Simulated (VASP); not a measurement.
# Ag2O (Pn-3m) in VASP: single point with PBE0

Aim: the single point of Ag2O with PBE0.

Everything below comes from runs of VASP 6.6.1. Logs are shortened: lines on timing, memory, paths and dates and some standing lists are left out, and cuts for length are marked.

### 1 The cell of the first run

Symmetry: Pn-3m, No. 224, cubic system. The conventional cell has a = 4.756 Å, b = 4.756 Å, c = 4.756 Å, α = 90.00°, β = 90.00°, γ = 90.00°. Within 2.7 Å of Ag (site symmetry -3m) lie 2 O at 2.06 Å. O (site symmetry -43m) has 4 Ag at 2.06 Å within 2.7 Å.

### 2 Single point, PBE0

POSCAR

```
Ag2O
1.0
    4.7561179341      0.0000000000      0.0000000000
    0.0000000000      4.7561179341      0.0000000000
    0.0000000000      0.0000000000      4.7561179341
Ag O
4 2
Direct
    0.2500000000      0.2500000000      0.2500000000
    0.2500000000      0.7500000000      0.7500000000
    0.7500000000      0.7500000000      0.2500000000
    0.7500000000      0.2500000000      0.7500000000
    0.0000000000      0.0000000000      0.0000000000
    0.5000000000      0.5000000000      0.5000000000
```

INCAR.step1

```
PREC     = Accurate       # precision mode
ENCUT    = 520            # plane-wave cutoff, eV
EDIFF    = 1E-5           # SCF threshold, eV
ISMEAR   = 0              # smearing method
SIGMA    = 0.01           # smearing width, eV
LREAL    = F              # projectors in reciprocal space
LASPH    = T              # aspherical terms in the spheres
NELM     = 120            # most SCF steps
ALGO     = Normal         # electronic algorithm
ISIF     = 2              # what is computed and relaxed
LWAVE    = T              # write WAVECAR
GGA      = PE             # functional
NBANDS   = 37             # bands
GGA_COMPAT= F            
KPAR     = 4
```

INCAR.step2

```
PREC     = Accurate       # precision mode
ENCUT    = 520            # plane-wave cutoff, eV
EDIFF    = 1E-6           # SCF threshold, eV
ISMEAR   = 0              # smearing method
SIGMA    = 0.01           # smearing width, eV
LREAL    = F              # projectors in reciprocal space
LASPH    = T              # aspherical terms in the spheres
NELM     = 120            # most SCF steps
ALGO     = Normal         # electronic algorithm
ISIF     = 2              # what is computed and relaxed
LWAVE    = F              # write WAVECAR
LCHARG   = T              # write CHGCAR
GGA      = PE             # functional
LHFCALC  = T              # exact exchange
AEXX     = 0.25           # exact-exchange fraction
PRECFOCK = Normal       
LVHAR    = T            
ISTART   = 1            
NBANDS   = 37             # bands
GGA_COMPAT= F            
KPAR     = 4
```

KPOINTS

```
Automatic mesh
0
Gamma
  4 4 4
```

Potentials or basis: VASP PAW PBE potentials, release 64 (Ag, O).

Run with:

```
cat potpaw_PBE.64/Ag/POTCAR potpaw_PBE.64/O/POTCAR > POTCAR
cp INCAR.step1 INCAR
mpirun -np 4 vasp_std > vasp.out
cp INCAR.step2 INCAR
mpirun -np 4 vasp_std > vasp.out
```

OUTCAR:

```text
PREC = Accurate
   ENCUT = 520
   EDIFF = 1E-6
   ISMEAR = 0
   LREAL = F
   LASPH = T
   NELM = 120
   ISIF = 2
   GGA = PE
   LHFCALC = T
   AEXX = 0.25
   PRECFOCK = Normal
   ISTART = 1

 ion  position               nearest neighbor table
   1  0.250  0.250  0.250-   5 2.06   6 2.06   4 3.36   2 3.36   3 3.36   2 3.36   4 3.36   2 3.36
                             3 3.36   2 3.36   3 3.36   4 3.36   4 3.36   3 3.36
   2  0.250  0.750  0.750-   5 2.06   6 2.06   4 3.36   1 3.36   3 3.36   1 3.36   3 3.36   1 3.36
                             4 3.36   1 3.36   3 3.36   4 3.36   3 3.36   4 3.36
   3  0.750  0.750  0.250-   5 2.06   6 2.06   4 3.36   1 3.36   2 3.36   2 3.36   4 3.36   1 3.36
                             4 3.36   4 3.36   1 3.36   2 3.36   2 3.36   1 3.36
   4  0.750  0.250  0.750-   5 2.06   6 2.06   3 3.36   1 3.36   2 3.36   1 3.36   3 3.36   2 3.36
                             3 3.36   3 3.36   1 3.36   2 3.36   1 3.36   2 3.36
   5  0.000  0.000  0.000-   1 2.06   2 2.06   3 2.06   4 2.06
   6  0.500  0.500  0.500-   1 2.06   2 2.06   3 2.06   4 2.06

  LATTYP: Found a simple cubic cell.
 ALAT       =     4.7561179341

  Lattice vectors:

 A1 = (   4.7561179341,   0.0000000000,   0.0000000000)
 A2 = (   0.0000000000,   4.7561179341,   0.0000000000)
 A3 = (   0.0000000000,   0.0000000000,   4.7561179341)

Analysis of symmetry for initial positions (statically):
=====================================================================
 Subroutine PRICEL returns:
 Original cell was already a primitive cell.

 Routine SETGRP: Setting up the symmetry group for a
 simple cubic supercell.

 Subroutine GETGRP returns: Found 48 space group operations
 (whereof 24 operations were pure point group operations)
 out of a pool of 48 trial point group operations.

The static configuration has the point symmetry T_d .
 The point group associated with its full space group is O_h .

Analysis of symmetry for dynamics (positions and initial velocities):
=====================================================================
 Subroutine PRICEL returns:
 Original cell was already a primitive cell.

 Routine SETGRP: Setting up the symmetry group for a
 simple cubic supercell.

 Subroutine GETGRP returns: Found 48 space group operations
 (whereof 24 operations were pure point group operations)
 out of a pool of 48 trial point group operations.

The dynamic configuration has the point symmetry T_d .
 The point group associated with its full space group is O_h .

 Subroutine INISYM returns: Found 48 space group operations
 (whereof 24 operations are pure point group operations),
 and found     1 'primitive' translations

----------------------------------------------------------------------------------------

                                     Primitive cell

  volume of cell :     107.5865

  direct lattice vectors                    reciprocal lattice vectors
     4.756117934  0.000000000  0.000000000     0.210255510  0.000000000  0.000000000
     0.000000000  4.756117934  0.000000000     0.000000000  0.210255510  0.000000000
     0.000000000  0.000000000  4.756117934     0.000000000  0.000000000  0.210255510

  length of vectors
     4.756117934  4.756117934  4.756117934     0.210255510  0.210255510  0.210255510

  position of ions in fractional coordinates (direct lattice)
     0.250000000  0.250000000  0.250000000
     0.250000000  0.750000000  0.750000000
     0.750000000  0.750000000  0.250000000
     0.750000000  0.250000000  0.750000000
     0.000000000  0.000000000  0.000000000
     0.500000000  0.500000000  0.500000000

  ion indices of the primitive-cell ions
   primitive index   ion index
                 1           1
                 2           2
                 3           3
                 4           4
                 5           5
                 6           6

----------------------------------------------------------------------------------------

 KPOINTS: Automatic mesh

Automatic generation of k-mesh.
 Grid dimensions read from file:
 generate k-points for:    4    4    4

 Generating k-lattice:

  Cartesian coordinates                     Fractional coordinates (reciprocal lattice)
     0.052563877  0.000000000  0.000000000     0.250000000  0.000000000  0.000000000
     0.000000000  0.052563877  0.000000000     0.000000000  0.250000000  0.000000000
     0.000000000  0.000000000  0.052563877     0.000000000  0.000000000  0.250000000

  Length of vectors
     0.052563877  0.052563877  0.052563877

  Shift w.r.t. Gamma in fractional coordinates (k-lattice)
     0.000000000  0.000000000  0.000000000

 Subroutine IBZKPT returns following result:
 ===========================================

 Found     10 irreducible k-points:

 Following reciprocal coordinates:
            Coordinates               Weight
  0.000000  0.000000  0.000000      1.000000
  0.250000  0.000000  0.000000      6.000000
  0.500000  0.000000  0.000000      3.000000
  0.250000  0.250000  0.000000     12.000000
  0.500000  0.250000  0.000000     12.000000
  0.500000  0.500000  0.000000      3.000000
  0.250000  0.250000  0.250000      8.000000
  0.500000  0.250000  0.250000     12.000000
  0.500000  0.500000  0.250000      6.000000
  0.500000  0.500000  0.500000      1.000000
   k-points           NKPTS =     10   k-points in BZ     NKDIM =     64   number of bands    NBANDS=     37
   number of dos      NEDOS =    301   number of ions     NIONS =      6
   total plane-waves  NPLWV =  46656
   dimension x,y,z NGX =    36 NGY =   36 NGZ =   36
   dimension x,y,z NGXF=    72 NGYF=   72 NGZF=   72
   ions per type =               4   2
   NGX,Y,Z   is equivalent  to a cutoff of  12.58, 12.58, 12.58 a.u.
   NGXF,Y,Z  is equivalent  to a cutoff of  25.17, 25.17, 25.17 a.u.
 SYSTEM =  unknown system
   PREC   = accura    normal or accurate (medium, high low for compatibility)
   ISTART =      1    job   : 0-new  1-cont  2-samecut
   ICHARG =      0    charge: 1-file 2-atom 10-const
   ISPIN  =      1    spin polarized calculation?
   LNONCOLLINEAR =      F non collinear calculations
   LSORBIT =      F    spin-orbit coupling
   LASPH  =      T    aspherical Exc in radial PAW
   ENCUT  =  520.0 eV  38.22 Ry    6.18 a.u.   8.84  8.84  8.84*2*pi/ulx,y,z
   NELM   =    120;   NELMIN=  2; NELMDL=  0     # of ELM steps
   EDIFF  = 0.1E-05   stopping-criterion for ELM
   LREAL  =      F    real-space projection
   EDIFFG = 0.1E-04   stopping-criterion for IOM
   NSW    =      0    number of steps for IOM
   IBRION =     -1    ionic relax: 0-MD 1-quasi-New 2-CG
   NFREE  =      0    steps in history (QN), initial steepest desc. (CG)
   ISIF   =      2    stress and relaxation
   ISYM   =      3    0-nonsym 1-usesym 2-fastsym
   POTIM  = 0.5000    time-step for ionic-motion
   TEBEG  =    0.0;   TEEND  =   0.0 temperature during run
   PSTRESS=    0.0 pullay stress
   NELECT =      56.0000    total number of electrons
   NUPDOWN=      -1.0000    fix difference up-down
   EMIN   =  10.00;   EMAX   =-10.00  energy-range for DOS
   EFERMI =   0.00;   METHOD = LEGACY
   ISMEAR =     0;   SIGMA  =   0.01  broadening in eV -4-tet -1-fermi 0-gaus
   EFERMI_NEDOS =   21; number of points for ismear=-14 and -15
   IALGO  =     38    algorithm
   IMIX   =      1    mixing-type and parameters
     AMIX     =   0.40;   BMIX     =  1.00
     AMIX_MAG =   1.60;   BMIX_MAG =  1.00
  volume/ion in A,a.u.               =      17.93       121.00
  Fermi-wavevector in a.u.,A,eV,Ry     =   1.316896  2.488573 23.595437  1.734216
  Thomas-Fermi vector in A             =   2.446976
   LORBIT       =      0    0 simple, 1 ext, 2 COOP (PROOUT), +10 PAW based schemes
   GGA     = PE    functional components
   LHFCALC =     T    Hartree Fock is set to
   PRECFOCK=normal    Normal, Fast or Accurate (Low or Medium for compatibility)
   ENCUT4O =  -1.0   cutoff for four orbital integrals eV
   NKREDX  =     1    reduce k-point grid by
   NKREDY  =     1    reduce k-point grid by
   NKREDZ  =     1    reduce k-point grid by
   AEXX    =    0.2500 exact exchange contribution
   HFSCREEN=    0.0000 screening length (either q_TF or 0.3 A-1)
   HFSCREENC=   0.0000 screening length for correlation (either q_TF or 0.3 A-1)
   ENCUTFOCK=  -1.0 apply spherical cutoff to Coloumb kernel
   IVDW    =     0    specifies the selected vdW correction
   LEPSILON=     F    determine dielectric tensor
   LRPA    =     F    only Hartree local field effects (RPA)
 non-spin polarized calculation
 Gauss-broadening in eV      SIGMA  =   0.01
  energy-cutoff  :      520.00
  volume of cell :      107.59
 maximum number of plane-waves:      2945
 NGX is ok and might be reduce to    36
  NGX = 28; NGY = 28; NGZ = 28

 number of electron      56.0000006 magnetization

 Free energy of the ion-electron system (eV)
  ---------------------------------------------------
  ext. energy  EPLUGINS =         0.00000000
  ---------------------------------------------------
  free energy    TOTEN  =       -27.91374708 eV

  energy without entropy =      -27.91374708  energy(sigma->0) =      -27.91374708

 E-fermi :   3.2741     XC(G=0):  -8.1444

 val. band max:        3.1833128462   @ k =   0.0000   0.0000   0.0000
 cond. band min:       5.0693132658   @ k =   0.0000   0.0000   0.0000
 fundamental gap:      1.8860004196
 Fermi energy:         3.2741414205

 k-point     1 :       0.0000    0.0000    0.0000
  band No.  band energies     occupation
      1     -17.1694      2.00000
      2     -16.4830      2.00000
      3      -4.0457      2.00000
      4      -4.0457      2.00000
      5      -4.0457      2.00000
      6      -1.6765      2.00000
[... 29 lines left out ...]
     36      14.0990      0.00000
     37      14.0990      0.00000

 k-point     2 :       0.2500    0.0000    0.0000
  band No.  band energies     occupation
      1     -17.0732      2.00000
      2     -16.5882      2.00000
      3      -3.8257      2.00000
      4      -3.8257      2.00000
      5      -3.7338      2.00000
      6      -1.9606      2.00000
[... 29 lines left out ...]
     36      13.4140      0.00000
     37      13.4140      0.00000

 k-point     3 :       0.5000    0.0000    0.0000
  band No.  band energies     occupation
      1     -16.8352      2.00000
      2     -16.8352      2.00000
      3      -3.4480      2.00000
      4      -3.4480      2.00000
      5      -2.9061      2.00000
      6      -2.9061      2.00000
[... 29 lines left out ...]
     36      12.9231      0.00000
     37      13.9302      0.00000
[... 201 lines left out ...]
 k-point     9 :       0.5000    0.5000    0.2500
  band No.  band energies     occupation
      1     -17.0321      2.00000
      2     -16.6101      2.00000
      3      -3.7627      2.00000
      4      -3.7627      2.00000
      5      -3.5987      2.00000
      6      -2.0181      2.00000
[... 29 lines left out ...]
     36      13.2395      0.00000
     37      16.4058      0.00000

 k-point    10 :       0.5000    0.5000    0.5000
  band No.  band energies     occupation
      1     -17.1120      2.00000
      2     -16.5140      2.00000
      3      -3.8779      2.00000
      4      -3.8779      2.00000
      5      -3.8779      2.00000
      6      -1.5469      2.00000
[... 29 lines left out ...]
     36      11.8110      0.00000
     37      18.4310      0.00000

------------------------ aborting loop because EDIFF is reached ----------------------------------------

  FORCE on cell =-STRESS in cart. coord.  units (eV):
  Direction    XX          YY          ZZ          XY          YZ          ZX
  --------------------------------------------------------------------------------------
  -------------------------------------------------------------------------------------
  Total        1.0252954      1.0252954      1.0252954      0.0000000      0.0000000     -0.0000000
  in kB       15.2686884     15.2686884     15.2686884      0.0000000      0.0000000     -0.0000000
  external PRESSURE =      15.2686884 kB  Pullay stress =       0.0000000 kB

 VOLUME and BASIS-vectors are now :
 -----------------------------------------------------------------------------
  energy-cutoff  :      520.00
  volume of cell :      107.59
      direct lattice vectors                 reciprocal lattice vectors
     4.756117934  0.000000000  0.000000000     0.210255510  0.000000000  0.000000000
     0.000000000  4.756117934  0.000000000     0.000000000  0.210255510  0.000000000
     0.000000000  0.000000000  4.756117934     0.000000000  0.000000000  0.210255510

 POSITION                                       TOTAL-FORCE (eV/Angst)
 -----------------------------------------------------------------------------------
      1.18903      1.18903      1.18903        -0.000000     -0.000000     -0.000000
      1.18903      3.56709      3.56709        -0.000000     -0.000000     -0.000000
      3.56709      3.56709      1.18903         0.000000     -0.000000      0.000000
      3.56709      1.18903      3.56709         0.000000      0.000000     -0.000000
      0.00000      0.00000      0.00000         0.000000      0.000000     -0.000000
      2.37806      2.37806      2.37806         0.000000     -0.000000      0.000000
 -----------------------------------------------------------------------------------
    total drift:                               -0.000000      0.000000     -0.000000

  FREE ENERGIE OF THE ION-ELECTRON SYSTEM (eV)
  ---------------------------------------------------
  free  energy   TOTEN  =       -27.9137470815 eV

  energy  without entropy=      -27.9137470815  energy(sigma->0) =      -27.91374708
```

Run time: 23 min. Hardware: 4 MPI ranks of Intel Xeon 6975P-C (Granite Rapids), shared host; peak memory 0.27 GiB.

What came out:

```yaml
Free_energy: -27.9137 eV
Pressure: 1.5 GPa
Band_gap_on_the_k_mesh: 1.89 eV
```

Caveat: the PAW data sets were made with another functional, which shifts forces and pressure a little.
